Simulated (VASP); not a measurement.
CdInS2, 4 atoms in the cell. Symmetry: P-3m1, No. 164, trigonal system. The conventional cell has a = 3.869 Å, b = 3.869 Å, c = 6.811 Å, α = 90.00°, β = 90.00°, γ = 120.00°. In (site symmetry -3m) has 6 S at 2.83 Å and 2 Cd at 3.41 Å within 3.7 Å. Within 3.7 Å of Cd (site symmetry -3m) lie 6 S at 2.79 Å and 2 In at 3.41 Å. S (site symmetry 3m) has 3 Cd at 2.79 Å and 3 In at 2.83 Å within 3.7 Å. 

- Program: VASP 6.6.1
- Task: single point
- Functional: BLYP
- Dispersion: D4
- Potentials or basis: VASP PAW PBE potentials, release 64 (In_d, Cd, S)
- Cutoff: 520 eV
- k mesh: 8 × 8 × 4
- Occupations: fermi-dirac, width 0.05 eV
- Spin: no spin polarisation
- Dipole correction: no
- Further INCAR settings: ALGO = Normal; EDIFF = 1e-06; NBANDS = 26

Potentials or basis: VASP PAW PBE potentials, release 64 (In_d, Cd, S).

Run with:

```console
$ cat potpaw_PBE.64/In_d/POTCAR potpaw_PBE.64/Cd/POTCAR potpaw_PBE.64/S/POTCAR > POTCAR
$ mpirun -np 1 vasp_std > vasp.out
```

Hardware: 1 thread of Intel(R) Xeon(R) 6975P-C (Granite Rapids), with other jobs on the host.

Q: Estimate the wall time of this run.

A: Run time: 53 s on 1 thread of Intel(R) Xeon(R) 6975P-C (Granite Rapids) (shared host), peak memory 0.25 GiB. Counts: scf iterations 13, k points 35.
